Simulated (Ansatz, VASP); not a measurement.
MgO in VASP and in Ansatz

```xyz
4
Lattice="3.5548 0.0000 0.0000 -1.7774 3.0785 0.0000 0.0000 0.0000 4.2600" Properties=species:S:1:pos:R:3 pbc="T T T"
Mg    0.0000    2.0523    1.0650
Mg    1.7774    1.0262    3.1950
O     0.0000    2.0523    3.1950
O     1.7774    1.0262    1.0650
```

Alike in both runs: task single point; functional PBE; k mesh 9 × 9 × 7; occupations fermi-dirac, width 0.05 eV; no spin polarisation.

|  | VASP | Ansatz |
| --- | --- | --- |
| version | VASP 6.6.1 | Ansatz 0.2.0 |
| potentials or method | VASP PAW PBE potentials, release 64 (Mg, O) | Ansatz PAW |
| plane-wave cutoff (eV) | 520 | 420 |
| valence electrons in the cell | 16 | 32 |

```tsv
	VASP	Ansatz	Ansatz less VASP
gap on the k mesh at the Fermi level (eV)	3.15	3.16	+0.017
least direct gap on the mesh (eV)	3.15	3.16	+0.017
pressure (GPa)	-3.4	-2.9	+0.50
traceless stress, the component that is largest in VASP (GPa)	0.21	0.30	+0.091
```

VASP's potentials hold 16 valence electrons a cell and Ansatz's 32, so a difference there can come from the potentials and not from the codes.

Noted on Ansatz's run: odd divisions of the mesh miss points on the zone boundary, where band edges often lie, so the gap on the mesh can be too wide.
